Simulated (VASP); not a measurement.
# Ba2TeOsO6 (I4/m) in VASP: relaxation of cell and atoms with PBEsol

Aim: the relaxation of cell and atoms of Ba2TeOsO6 with PBEsol.

All numbers are computed with VASP 6.6.1; they aren't measurements. Logs are shortened: lines on timing, memory, paths and dates and some standing lists are left out, and cuts for length are marked.

### 1 The cell of the first run

The structure is tetragonal, space group I4/m (No. 87). The conventional cell has a = 5.593 Å, b = 5.593 Å, c = 8.647 Å, α = 90.00°, β = 90.00°, γ = 90.00°. Within 2.7 Å of Os (site symmetry 4/m) lie 6 O at 2.01 to 2.43 Å. Within 2.6 Å of O (site symmetry m) lie 1 Te at 1.95 Å and 1 Os at 2.01 Å. Within 2.5 Å of O (site symmetry 4) lie 1 Te at 1.89 Å and 1 Os at 2.43 Å. Within 2.5 Å of Te (site symmetry 4/m) lie 6 O at 1.89 to 1.95 Å. Ba (site symmetry -4) has 12 O at 2.81 to 2.98 Å and 4 Os at 3.53 Å and 4 Te at 3.53 Å within 3.7 Å.

### 2 Relaxation of cell and atoms, PBEsol

INCAR reads:

```
SYSTEM = Ba2TeOsO6
PREC     = Accurate       ! precision mode
ENCUT    = 600            ! plane-wave cutoff, eV
EDIFF    = 1E-6           ! SCF threshold, eV
ISMEAR   = 0              ! smearing method
SIGMA    = 0.0977         ! smearing width, eV
LREAL    = .FALSE.        ! projectors in reciprocal space
LASPH    = .TRUE.         ! aspherical terms in the spheres
NELM     = 60             ! most SCF steps
ALGO     = Normal         ! electronic algorithm
ISIF     = 3              ! what is computed and relaxed
LWAVE    = .FALSE.        ! write WAVECAR
LCHARG   = .FALSE.        ! write CHGCAR
GGA      = PS             ! functional
IBRION   = 2              ! ionic algorithm
NSW      = 80             ! ionic steps
EDIFFG   = -0.01          ! ionic threshold
```

KPOINTS reads:

```
Automatic mesh
0
G
  4 4 4
  0 0 0
```

POSCAR reads:

```
Ba2TeOsO6
1.0
    0.0000000000      5.5928290000      0.0000000000
    5.5928290000      0.0000000000      0.0000000000
    2.7964150000      2.7964150000     -4.3232550000
Os O Te Ba
1 6 1 2
Direct
    0.0000000000      0.0000000000      0.0000000000
    0.2440000000      0.2630000000      0.0000000000
    0.2630000000      0.7560000000      0.0000000000
    0.7560000000      0.7370000000      0.0000000000
    0.7370000000      0.2440000000      0.0000000000
    0.2810000000      0.2810000000      0.4380000000
    0.7190000000      0.7190000000      0.5620000000
    0.5000000000      0.5000000000      0.0000000000
    0.7500000000      0.2500000000      0.5000000000
    0.2500000000      0.7500000000      0.5000000000
```

Potentials or basis: VASP PAW PBE potentials, release 64 (Os, O, Te, Ba_sv).

Run with:

```
cat potpaw_PBE.64/Os/POTCAR potpaw_PBE.64/O/POTCAR potpaw_PBE.64/Te/POTCAR potpaw_PBE.64/Ba_sv/POTCAR > POTCAR
mpirun -np 1 vasp_std > vasp.out
```

OUTCAR:

```text
SYSTEM = Ba2TeOsO6
   PREC = Accurate
   ENCUT = 600
   EDIFF = 1E-6
   ISMEAR = 0
   LREAL = .FALSE.
   LASPH = .TRUE.
   NELM = 60
   ISIF = 3
   GGA = PS
   IBRION = 2
   NSW = 80
   EDIFFG = -0.01

 ion  position               nearest neighbor table
   1  0.000  0.000  0.000-   2 2.01   3 2.01   4 2.01   5 2.01   7 2.43   6 2.43   9 3.53  10 3.53
                             9 3.53  10 3.53   9 3.53  10 3.53  10 3.53   9 3.53
   2  0.244  0.263  0.000-   8 1.95   1 2.01   9 2.88  10 2.88  10 2.98   9 2.98
   3  0.263  0.756  0.000-   8 1.95   1 2.01   9 2.88  10 2.88   9 2.98  10 2.98
   4  0.756  0.737  0.000-   8 1.95   1 2.01  10 2.88   9 2.88   9 2.98  10 2.98
   5  0.737  0.244  0.000-   8 1.95   1 2.01  10 2.88   9 2.88  10 2.98   9 2.98
   6  0.281  0.281  0.438-   8 1.89   1 2.43  10 2.81   9 2.81   9 2.81  10 2.81
   7  0.719  0.719  0.562-   8 1.89   1 2.43  10 2.81   9 2.81  10 2.81   9 2.81
   8  0.500  0.500  0.000-   6 1.89   7 1.89   4 1.95   5 1.95   2 1.95   3 1.95  10 3.53   9 3.53
                            10 3.53   9 3.53   9 3.53  10 3.53   9 3.53  10 3.53
   9  0.750  0.250  0.500-   6 2.81   7 2.81   7 2.81   6 2.81   3 2.88   2 2.88   4 2.88   5 2.88
                             3 2.98   4 2.98   2 2.98   5 2.98   8 3.53   8 3.53   1 3.53   1 3.53
  10  0.250  0.750  0.500-   6 2.81   7 2.81   7 2.81   6 2.81   5 2.88   4 2.88   2 2.88   3 2.88
                             5 2.98   2 2.98   4 2.98   3 2.98   1 3.53   8 3.53   8 3.53   1 3.53

  LATTYP: Found a body centered tetragonal cell.
 ALAT       =     5.5928290000
 C/A-ratio  =     1.5459993502

  Lattice vectors:

 A1 = (  -2.7964150000,   2.7964140000,   4.3232550000)
 A2 = (   2.7964140000,  -2.7964150000,   4.3232550000)
 A3 = (   2.7964150000,   2.7964150000,  -4.3232550000)

Analysis of symmetry for initial positions (statically):
=====================================================================
 Subroutine PRICEL returns:
 Original cell was already a primitive cell.

 Routine SETGRP: Setting up the symmetry group for a
 body centered tetragonal supercell.

 Subroutine GETGRP returns: Found  8 space group operations
 (whereof  8 operations were pure point group operations)
 out of a pool of 16 trial point group operations.

The static configuration has the point symmetry C_4h.

Analysis of symmetry for dynamics (positions and initial velocities):
=====================================================================
 Subroutine PRICEL returns:
 Original cell was already a primitive cell.

 Routine SETGRP: Setting up the symmetry group for a
 body centered tetragonal supercell.

 Subroutine GETGRP returns: Found  8 space group operations
 (whereof  8 operations were pure point group operations)
 out of a pool of 16 trial point group operations.

The dynamic configuration has the point symmetry C_4h.

[... 113 lines left out ...]
   PSTRESS=    0.0 pullay stress
   NELECT =      70.0000    total number of electrons
   NUPDOWN=      -1.0000    fix difference up-down
   EMIN   =  10.00;   EMAX   =-10.00  energy-range for DOS
   EFERMI =   0.00;   METHOD = LEGACY
   ISMEAR =     0;   SIGMA  =   0.10  broadening in eV -4-tet -1-fermi 0-gaus
   EFERMI_NEDOS =   21; number of points for ismear=-14 and -15
   IALGO  =     38    algorithm
   IMIX   =      4    mixing-type and parameters
     AMIX     =   0.40;   BMIX     =  1.00
     AMIX_MAG =   1.60;   BMIX_MAG =  1.00
  volume/ion in A,a.u.               =      13.52        91.26
  Fermi-wavevector in a.u.,A,eV,Ry     =   1.314467  2.483982 23.508449  1.727822
  Thomas-Fermi vector in A             =   2.444717
   LORBIT       =      0    0 simple, 1 ext, 2 COOP (PROOUT), +10 PAW based schemes
   GGA     = PS    functional components
   LHFCALC =     F    Hartree Fock is set to
   AEXX    =    0.0000 exact exchange contribution
   IVDW    =     0    specifies the selected vdW correction
   LEPSILON=     F    determine dielectric tensor
   LRPA    =     F    only Hartree local field effects (RPA)
 conjugate gradient relaxation of ions
 non-spin polarized calculation
 Gauss-broadening in eV      SIGMA  =   0.10
  energy-cutoff  :      600.00
  volume of cell :      135.23
 maximum number of plane-waves:      4537
 NGX is ok and might be reduce to    48
   NGX = 23   NGY = 23   NGZ = 23

--------------------------------------- Ionic step        1  -------------------------------------------

 number of electron      69.9999999 magnetization

 Free energy of the ion-electron system (eV)
  ---------------------------------------------------
  ext. energy  EPLUGINS =         0.00000000
  ---------------------------------------------------
  free energy    TOTEN  =       -66.38210233 eV

  energy without entropy =      -66.34711074  energy(sigma->0) =      -66.36460654

------------------------ aborting loop because EDIFF is reached ----------------------------------------

  FORCE on cell =-STRESS in cart. coord.  units (eV):
  Direction    XX          YY          ZZ          XY          YZ          ZX
  --------------------------------------------------------------------------------------
  -------------------------------------------------------------------------------------
  Total       10.9927674     10.9927674      7.1175379     -0.0000002     -0.0000008     -0.0000008
  in kB      130.2397899    130.2397899     84.3269587     -0.0000020     -0.0000098     -0.0000098
  external PRESSURE =     114.9355128 kB  Pullay stress =       0.0000000 kB
[... 113 lines left out ...]
  FREE ENERGIE OF THE ION-ELECTRON SYSTEM (eV)
  ---------------------------------------------------
  free  energy   TOTEN  =       -67.3846444563 eV

  energy  without entropy=      -67.3437918256  energy(sigma->0) =      -67.36421814

[... ionic steps 4 to 12 ...]

--------------------------------------- Ionic step       13  -------------------------------------------

 number of electron      69.9999996 magnetization

------------------------ aborting loop because EDIFF is reached ----------------------------------------
[... 83 lines left out ...]
--------------------------------------- Ionic step       15  -------------------------------------------

 number of electron      69.9999997 magnetization

 Free energy of the ion-electron system (eV)
  ---------------------------------------------------
  ext. energy  EPLUGINS =         0.00000000
  ---------------------------------------------------
  free energy    TOTEN  =       -68.50121036 eV

  energy without entropy =      -68.46005694  energy(sigma->0) =      -68.48063365

 E-fermi :   5.8279     XC(G=0): -11.2073

 val. band max:        5.8019773052   @ k =  -0.2500   0.2500   0.0000
 cond. band min:       5.8312013772   @ k =   0.2500   0.2500  -0.0000
 fundamental gap:      0.0292240720
 Fermi energy:         5.8278548130

 k-point     1 :       0.0000    0.0000    0.0000
  band No.  band energies     occupation
      1     -21.4787      2.00000
      2     -21.3067      2.00000
      3     -14.3145      2.00000
      4     -12.9212      2.00000
      5     -12.9212      2.00000
      6     -12.9103      2.00000
[... 656 lines left out ...]
  FREE ENERGIE OF THE ION-ELECTRON SYSTEM (eV)
  ---------------------------------------------------
  free  energy   TOTEN  =       -68.5012103643 eV

  energy  without entropy=      -68.4600569432  energy(sigma->0) =      -68.48063365

 reached required accuracy - stopping structural energy minimisation
```

Run time: 19 min. Hardware: 1 thread of Intel Xeon Platinum 8488C (Sapphire Rapids), shared host; peak memory 0.41 GiB.

Results:

```yaml
Free_energy: -68.5012 eV
Relaxed_volume: 14.33 Å³/atom
Relaxed_cell: a = 5.871 Å, b = 5.871 Å, c = 5.876 Å, α = 60.02°, β = 60.02°, γ = 90.00°
Space_group_after_relaxing_to_0.1_Å: I4/m (No. 87)
Energy_gained_by_relaxing: 211.9 meV/atom
Ionic_steps: 15
Pressure_after_relaxing: 0.0 GPa
Largest_force_after_relaxing: 0.010 eV/Å
Band_gap_on_the_k_mesh: zero (bands 35 and 36 overlap by 0.78 eV)
```

Forces in eV/Å, atoms in the order of the input:
```
Os   0.000  0.000  0.000
O   -0.008  0.005  0.000
O   -0.005 -0.008  0.000
O    0.008 -0.005  0.000
O    0.005  0.008  0.000
O    0.000  0.000 -0.005
O    0.000  0.000  0.005
Te   0.000  0.000  0.000
Ba   0.000  0.000  0.000
Ba   0.000  0.000  0.000
```

The path:
| step | energy change (eV) | largest force (eV/Å) | pressure (GPa) | volume (Å³) |
| --- | --- | --- | --- | --- |
| 1 | 0.0000 | 2.9783 | 11.49 | 135.23 |
| 2 | -0.9591 | 1.6080 | -9.19 | 155.10 |
| 3 | -1.0025 | 1.8429 | -6.20 | 151.49 |
| 4 | -1.8386 | 0.8875 | -5.13 | 149.35 |
| 5 | -1.8772 | 0.9112 | -4.41 | 148.88 |
| 6 | -2.0362 | 0.6826 | 4.87 | 139.73 |
| 7 | -2.0768 | 0.6568 | 1.62 | 142.38 |
| 8 | -2.1111 | 0.2498 | -0.83 | 143.97 |
| 9 | -2.1187 | 0.0706 | -0.17 | 143.48 |
| 10 | -2.1187 | 0.0743 | -0.14 | 143.46 |
| 11 | -2.1190 | 0.0172 | 0.10 | 143.22 |
| 12 | -2.1190 | 0.0177 | 0.10 | 143.23 |
| 13 | -2.1191 | 0.0151 | -0.04 | 143.34 |
| 14 | -2.1191 | 0.0139 | -0.02 | 143.32 |
| 15 | -2.1191 | 0.0097 | -0.01 | 143.32 |

Final structure:
```
CELL_PARAMETERS angstrom
0.00000 5.87111 0.00000
5.87111 0.00000 0.00000
2.93556 2.93556 -4.15775
ATOMIC_POSITIONS crystal
Os 0.00000 0.00000 0.00000
O 0.23123 0.25366 0.00000
O 0.25366 0.76877 0.00000
O 0.76877 0.74634 0.00000
O 0.74634 0.23123 0.00000
O 0.24254 0.24254 0.51493
O 0.75747 0.75747 0.48507
Te 0.50000 0.50000 0.00000
Ba 0.75000 0.25000 0.50000
Ba 0.25000 0.75000 0.50000
```

Levels at points of the mesh, in eV from the Fermi level:
| k point | band 32 | band 33 | band 34 | band 35 | band 36 | band 37 | band 38 | band 39 |
| --- | --- | --- | --- | --- | --- | --- | --- | --- |
| (0.00, 0.00, 0.00) | -2.50 | -2.41 | -0.43 | -0.43 | -0.43 | 2.14 | 2.15 | 2.15 |
| (0.50, 0.00, 0.00) | -2.98 | -0.74 | -0.53 | -0.30 | -0.16 | 1.32 | 1.38 | 2.69 |
| (0.50, 0.50, 0.00) | -3.37 | -2.57 | -0.62 | 0.35 | 0.36 | 3.53 | 3.54 | 3.78 |
| (0.00, 0.00, 0.50) | -3.41 | -2.51 | -0.62 | 0.35 | 0.35 | 3.55 | 3.55 | 3.76 |

Caveat: the PAW data sets were made with another functional, which shifts forces and pressure a little; spin-orbit coupling is left out, which moves the levels of the heavy elements.
